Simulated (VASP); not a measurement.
# ZrOs (Pm-3m) in VASP: a series of runs

The runs below take ZrOs through single point, relaxation of cell and atoms, with LDA.

Everything below comes from runs of VASP 6.6.1. Logs are shortened: lines on timing, memory, paths and dates and some standing lists are left out, and cuts for length are marked.

### Step 1. The cell of the first run

Symmetry: Pm-3m, No. 221, cubic system. Conventional cell: a = 3.230 Å, b = 3.230 Å, c = 3.230 Å, α = 90.00°, β = 90.00°, γ = 90.00°. Within 3.7 Å of Zr (site symmetry m-3m) lie 8 Os at 2.80 Å and 6 Zr at 3.23 Å. Within 3.7 Å of Os (site symmetry m-3m) lie 8 Zr at 2.80 Å and 6 Os at 3.23 Å.

### Step 2. Single point, LDA

Input file INCAR:

```
SYSTEM = ZrOs
ALGO = Normal
EDIFF = 1E-6
ENCUT = 520
ISIF = 2
ISMEAR = 0
LASPH = .True.
LCHARG = .False.
LREAL = .False.
LWAVE = .False.
NBANDS = 17
NELM = 80
PREC = Accurate
SIGMA = 0.1
```

Input file KPOINTS:

```
k-points
0
Gamma
  7 7 7
  0 0 0
```

Input file POSCAR:

```
ZrOs
1.0
    3.2297418347      0.0000000000      0.0000000000
    0.0000000000      3.2297418347      0.0000000000
    0.0000000000      0.0000000000      3.2297418347
Zr Os
1 1
Direct
    0.5000000000      0.5000000000      0.5000000000
    0.0000000000      0.0000000000      0.0000000000
```

Potentials or basis: VASP PAW LDA potentials, release 64 (Zr_sv, Os).

Launch:

```
> cat potpaw_LDA.64/Zr_sv/POTCAR potpaw_LDA.64/Os/POTCAR > POTCAR
> mpirun -np 1 vasp_std > vasp.out
```

OUTCAR:

```text
SYSTEM = ZrOs
   EDIFF = 1E-6
   ENCUT = 520
   ISIF = 2
   ISMEAR = 0
   LASPH = .True.
   LREAL = .False.
   NELM = 80
   PREC = Accurate

 ion  position               nearest neighbor table
   1  0.500  0.500  0.500-   2 2.80   2 2.80   2 2.80   2 2.80   2 2.80   2 2.80   2 2.80   2 2.80

   2  0.000  0.000  0.000-   1 2.80   1 2.80   1 2.80   1 2.80   1 2.80   1 2.80   1 2.80   1 2.80

  LATTYP: Found a simple cubic cell.
 ALAT       =     3.2297418347

  Lattice vectors:

 A1 = (   3.2297418347,   0.0000000000,   0.0000000000)
 A2 = (   0.0000000000,   3.2297418347,   0.0000000000)
 A3 = (   0.0000000000,   0.0000000000,   3.2297418347)

Analysis of symmetry for initial positions (statically):
=====================================================================
 Subroutine PRICEL returns:
 Original cell was already a primitive cell.

 Routine SETGRP: Setting up the symmetry group for a
 simple cubic supercell.

 Subroutine GETGRP returns: Found 48 space group operations
 (whereof 48 operations were pure point group operations)
 out of a pool of 48 trial point group operations.

The static configuration has the point symmetry O_h .

Analysis of symmetry for dynamics (positions and initial velocities):
=====================================================================
 Subroutine PRICEL returns:
 Original cell was already a primitive cell.

 Routine SETGRP: Setting up the symmetry group for a
 simple cubic supercell.

 Subroutine GETGRP returns: Found 48 space group operations
 (whereof 48 operations were pure point group operations)
 out of a pool of 48 trial point group operations.

The dynamic configuration has the point symmetry O_h .

 Subroutine INISYM returns: Found 48 space group operations
 (whereof 48 operations are pure point group operations),
 and found     1 'primitive' translations

----------------------------------------------------------------------------------------

                                     Primitive cell

  volume of cell :      33.6902

  direct lattice vectors                    reciprocal lattice vectors
     3.229741835  0.000000000  0.000000000     0.309622271  0.000000000  0.000000000
     0.000000000  3.229741835  0.000000000     0.000000000  0.309622271  0.000000000
     0.000000000  0.000000000  3.229741835     0.000000000  0.000000000  0.309622271

  length of vectors
     3.229741835  3.229741835  3.229741835     0.309622271  0.309622271  0.309622271

  position of ions in fractional coordinates (direct lattice)
     0.500000000  0.500000000  0.500000000
     0.000000000  0.000000000  0.000000000

  ion indices of the primitive-cell ions
   primitive index   ion index
                 1           1
                 2           2

----------------------------------------------------------------------------------------

 KPOINTS: k-points

Automatic generation of k-mesh.
 Grid dimensions read from file:
 generate k-points for:    7    7    7

 Generating k-lattice:

  Cartesian coordinates                     Fractional coordinates (reciprocal lattice)
     0.044231753  0.000000000  0.000000000     0.142857143  0.000000000  0.000000000
     0.000000000  0.044231753  0.000000000     0.000000000  0.142857143  0.000000000
     0.000000000  0.000000000  0.044231753     0.000000000  0.000000000  0.142857143

  Length of vectors
     0.044231753  0.044231753  0.044231753

  Shift w.r.t. Gamma in fractional coordinates (k-lattice)
     0.000000000  0.000000000  0.000000000

 Subroutine IBZKPT returns following result:
 ===========================================

 Found     20 irreducible k-points:

 Following reciprocal coordinates:
            Coordinates               Weight
  0.000000  0.000000  0.000000      1.000000
  0.142857  0.000000  0.000000      6.000000
  0.285714  0.000000  0.000000      6.000000
  0.428571  0.000000  0.000000      6.000000
  0.142857  0.142857  0.000000     12.000000
  0.285714  0.142857  0.000000     24.000000
[... 12 lines left out ...]
  0.428571  0.428571  0.285714     24.000000
  0.428571  0.428571  0.428571      8.000000
   k-points           NKPTS =     20   k-points in BZ     NKDIM =     20   number of bands    NBANDS=     17
   number of dos      NEDOS =    301   number of ions     NIONS =      2
   total plane-waves  NPLWV =  13824
   dimension x,y,z NGX =    24 NGY =   24 NGZ =   24
   dimension x,y,z NGXF=    48 NGYF=   48 NGZF=   48
   ions per type =               1   1
   NGX,Y,Z   is equivalent  to a cutoff of  12.35, 12.35, 12.35 a.u.
   NGXF,Y,Z  is equivalent  to a cutoff of  24.71, 24.71, 24.71 a.u.
 SYSTEM =  ZrOs
   PREC   = accura    normal or accurate (medium, high low for compatibility)
   ISTART =      0    job   : 0-new  1-cont  2-samecut
   ICHARG =      2    charge: 1-file 2-atom 10-const
   ISPIN  =      1    spin polarized calculation?
   LNONCOLLINEAR =      F non collinear calculations
   LSORBIT =      F    spin-orbit coupling
   LASPH  =      T    aspherical Exc in radial PAW
   ENCUT  =  520.0 eV  38.22 Ry    6.18 a.u.   6.01  6.01  6.01*2*pi/ulx,y,z
   NELM   =     80;   NELMIN=  2; NELMDL= -5     # of ELM steps
   EDIFF  = 0.1E-05   stopping-criterion for ELM
   LREAL  =      F    real-space projection
   EDIFFG = 0.1E-04   stopping-criterion for IOM
   NSW    =      0    number of steps for IOM
   IBRION =     -1    ionic relax: 0-MD 1-quasi-New 2-CG
   NFREE  =      0    steps in history (QN), initial steepest desc. (CG)
   ISIF   =      2    stress and relaxation
   ISYM   =      2    0-nonsym 1-usesym 2-fastsym
   POTIM  = 0.5000    time-step for ionic-motion
   TEBEG  =    0.0;   TEEND  =   0.0 temperature during run
   PSTRESS=    0.0 pullay stress
   NELECT =      20.0000    total number of electrons
   NUPDOWN=      -1.0000    fix difference up-down
   EMIN   =  10.00;   EMAX   =-10.00  energy-range for DOS
   EFERMI =   0.00;   METHOD = LEGACY
   ISMEAR =     0;   SIGMA  =   0.10  broadening in eV -4-tet -1-fermi 0-gaus
   EFERMI_NEDOS =   21; number of points for ismear=-14 and -15
   IALGO  =     38    algorithm
   IMIX   =      4    mixing-type and parameters
     AMIX     =   0.40;   BMIX     =  1.00
     AMIX_MAG =   1.60;   BMIX_MAG =  1.00
  volume/ion in A,a.u.               =      16.85       113.68
  Fermi-wavevector in a.u.,A,eV,Ry     =   1.375890  2.600055 25.756823  1.893073
  Thomas-Fermi vector in A             =   2.501185
   LORBIT       =      0    0 simple, 1 ext, 2 COOP (PROOUT), +10 PAW based schemes
   GGA     = CA    functional components
   LHFCALC =     F    Hartree Fock is set to
   AEXX    =    0.0000 exact exchange contribution
   IVDW    =     0    specifies the selected vdW correction
   LEPSILON=     F    determine dielectric tensor
   LRPA    =     F    only Hartree local field effects (RPA)
 non-spin polarized calculation
 Gauss-broadening in eV      SIGMA  =   0.10
  energy-cutoff  :      520.00
  volume of cell :       33.69
 maximum number of plane-waves:       925
   NGX = 13   NGY = 13   NGZ = 13

 number of electron      20.0000000 magnetization

 Free energy of the ion-electron system (eV)
  ---------------------------------------------------
  ext. energy  EPLUGINS =         0.00000000
  ---------------------------------------------------
  free energy    TOTEN  =       -23.07124213 eV

  energy without entropy =      -23.06767296  energy(sigma->0) =      -23.06945755

 E-fermi :   9.9761     XC(G=0): -12.9898

 val. band max:        9.7175192903   @ k =   0.4286   0.4286   0.0000
 cond. band min:      10.0200288718   @ k =   0.4286   0.4286   0.0000
 fundamental gap:      0.3025095815
 Fermi energy:         9.9761019238

 k-point     1 :       0.0000    0.0000    0.0000
  band No.  band energies     occupation
      1     -38.3643      2.00000
      2     -16.3637      2.00000
      3     -16.3637      2.00000
      4     -16.3637      2.00000
      5       2.0503      2.00000
      6       4.6911      2.00000
[... 9 lines left out ...]
     16      18.4501      0.00000
     17      18.4501      0.00000

 k-point     2 :       0.1429    0.0000    0.0000
  band No.  band energies     occupation
      1     -38.3541      2.00000
      2     -16.4794      2.00000
      3     -16.3598      2.00000
      4     -16.3598      2.00000
      5       2.5088      2.00000
      6       4.9046      2.00000
[... 9 lines left out ...]
     16      17.2219      0.00000
     17      20.3610      0.00000

 k-point     3 :       0.2857    0.0000    0.0000
  band No.  band energies     occupation
      1     -38.3309      2.00000
      2     -16.7307      2.00000
      3     -16.3512      2.00000
      4     -16.3512      2.00000
      5       3.7294      2.00000
      6       5.5079      2.00000
[... 9 lines left out ...]
     16      15.5947      0.00000
     17      23.5418      0.00000

 k-point     4 :       0.4286    0.0000    0.0000
  band No.  band energies     occupation
      1     -38.3123      2.00000
      2     -16.9246      2.00000
      3     -16.3442      2.00000
      4     -16.3442      2.00000
      5       5.1467      2.00000
      6       6.2774      2.00000
[... 9 lines left out ...]
     16      15.7766      0.00000
     17      24.2688      0.00000
[... 263 lines left out ...]
      1     -38.2609      2.00000
      2     -16.8108      2.00000
      3     -16.6336      2.00000
      4     -16.6122      2.00000
      5       5.8442      2.00000
      6       6.1827      2.00000
[... 9 lines left out ...]
     16      18.6138      0.00000
     17      19.0277      0.00000

 k-point    19 :       0.4286    0.4286    0.2857
  band No.  band energies     occupation
      1     -38.2460      2.00000
      2     -16.7923      2.00000
      3     -16.7911      2.00000
      4     -16.6120      2.00000
      5       5.9064      2.00000
      6       6.2861      2.00000
[... 9 lines left out ...]
     16      18.2754      0.00000
     17      19.2959      0.00000

 k-point    20 :       0.4286    0.4286    0.4286
  band No.  band energies     occupation
      1     -38.2305      2.00000
      2     -16.7885      2.00000
      3     -16.7885      2.00000
      4     -16.7822      2.00000
      5       6.6012      2.00000
      6       7.0562      2.00000
[... 9 lines left out ...]
     16      19.7446      0.00000
     17      21.1997      0.00000

------------------------ aborting loop because EDIFF is reached ----------------------------------------

  FORCE on cell =-STRESS in cart. coord.  units (eV):
  Direction    XX          YY          ZZ          XY          YZ          ZX
  --------------------------------------------------------------------------------------
  -------------------------------------------------------------------------------------
  Total        0.0775645      0.0775645      0.0775645      0.0000000      0.0000000      0.0000000
  in kB        3.6886719      3.6886719      3.6886719      0.0000000      0.0000000      0.0000000
  external PRESSURE =       3.6886719 kB  Pullay stress =       0.0000000 kB

 VOLUME and BASIS-vectors are now :
 -----------------------------------------------------------------------------
  energy-cutoff  :      520.00
  volume of cell :       33.69
      direct lattice vectors                 reciprocal lattice vectors
     3.229741835  0.000000000  0.000000000     0.309622271  0.000000000  0.000000000
     0.000000000  3.229741835  0.000000000     0.000000000  0.309622271  0.000000000
     0.000000000  0.000000000  3.229741835     0.000000000  0.000000000  0.309622271

 POSITION                                       TOTAL-FORCE (eV/Angst)
 -----------------------------------------------------------------------------------
      1.61487      1.61487      1.61487         0.000000      0.000000      0.000000
      0.00000      0.00000      0.00000         0.000000      0.000000      0.000000
 -----------------------------------------------------------------------------------
    total drift:                                0.000000     -0.000000     -0.000000

  FREE ENERGIE OF THE ION-ELECTRON SYSTEM (eV)
  ---------------------------------------------------
  free  energy   TOTEN  =       -23.0712421286 eV

  energy  without entropy=      -23.0676729615  energy(sigma->0) =      -23.06945755
```

Wall time 17 s (1 thread of AMD EPYC, shared host); peak memory 0.1 GiB.

What came out:

```yaml
Free_energy: -23.0712 eV
Pressure: 0.4 GPa
Band_gap_on_the_k_mesh: zero (band 10 reaches 10.02 eV, above the bottom of band 11 at 9.34 eV)
```

Levels at points of the mesh, in eV from the Fermi level:
| k point | band 6 | band 7 | band 8 | band 9 | band 10 | band 11 | band 12 | band 13 | band 14 | band 15 |
| --- | --- | --- | --- | --- | --- | --- | --- | --- | --- | --- |
| (0.00, 0.00, 0.00) | -5.29 | -5.29 | -1.52 | -1.52 | -1.52 | 2.27 | 2.27 | 5.48 | 5.48 | 5.48 |

Caveat: spin-orbit coupling is left out, which moves the levels of the heavy elements.

### Step 3. Relaxation of cell and atoms, LDA

This run uses another cell than the first one, of 17.37 Å³/atom, 1.031 times its volume.

Input file INCAR:

```
PREC = Accurate ; ENCUT = 600
EDIFF = 1E-6 ; ISMEAR = 0
SIGMA = 0.1 ; LREAL = False
LASPH = True ; NELM = 80
ALGO = Normal ; ISIF = 3
LWAVE = False ; LCHARG = False
IBRION = 2 ; NSW = 80
EDIFFG = -0.02
```

Input file KPOINTS:

```
Automatic mesh
0
Gamma
  7 7 7
```

Input file POSCAR:

```
ZrOs
1.0
    3.2630000000      0.0000000000      0.0000000000
    0.0000000000      3.2630000000      0.0000000000
    0.0000000000      0.0000000000      3.2630000000
Zr Os
1 1
Direct
    0.5000000000      0.5000000000      0.5000000000
    0.0000000000      0.0000000000      0.0000000000
```

Potentials or basis: VASP PAW LDA potentials, release 64 (Zr_sv, Os).

Launch:

```
> cat potpaw_LDA.64/Zr_sv/POTCAR potpaw_LDA.64/Os/POTCAR > POTCAR
> mpirun -np 1 vasp_std > vasp.out
```

Run time: 53 s. Hardware: 1 thread of AMD EPYC, shared host; peak memory 0.13 GiB.

It converged, with:

```
Free energy                            : -23.0736 eV
Relaxed volume                         : 16.89 Å³/atom
Relaxed cell                           : a = 3.233 Å, b = 3.233 Å, c = 3.233 Å, α = 90.00°, β = 90.00°, γ = 90.00°
Space group after relaxing (to 0.05 Å) : Pm-3m (No. 221)
Energy gained by relaxing              : 10.1 meV/atom
Ionic steps                            : 3
Pressure after relaxing                : -0.2 GPa
Band gap on the k mesh                 : zero (band 10 reaches 9.98 eV, above the bottom of band 11 at 9.31 eV)
```

The path:
```
step  energy change (eV)  largest force (eV/Å)  pressure (GPa)  volume (Å³)
   1              0.0000                0.0000           -6.42        34.74
   2              0.1239                0.0000           20.54        31.36
   3             -0.0202                0.0000           -0.18        33.78
```

Final structure:
```
Zr Os
1.0
     3.23275    0.00000    0.00000
     0.00000    3.23275    0.00000
     0.00000    0.00000    3.23275
Zr Os
1 1
Direct
  0.50000 0.50000 0.50000
  0.00000 0.00000 0.00000
```

Levels at points of the mesh, in eV from the Fermi level:
| k point | band 7 | band 8 | band 9 | band 10 | band 11 | band 12 | band 13 | band 14 |
| --- | --- | --- | --- | --- | --- | --- | --- | --- |
| (0.00, 0.00, 0.00) | -5.26 | -1.52 | -1.52 | -1.52 | 2.27 | 2.27 | 5.46 | 5.46 |

Caveat: spin-orbit coupling is left out, which moves the levels of the heavy elements. Zero-point motion and thermal expansion aren't in these numbers.
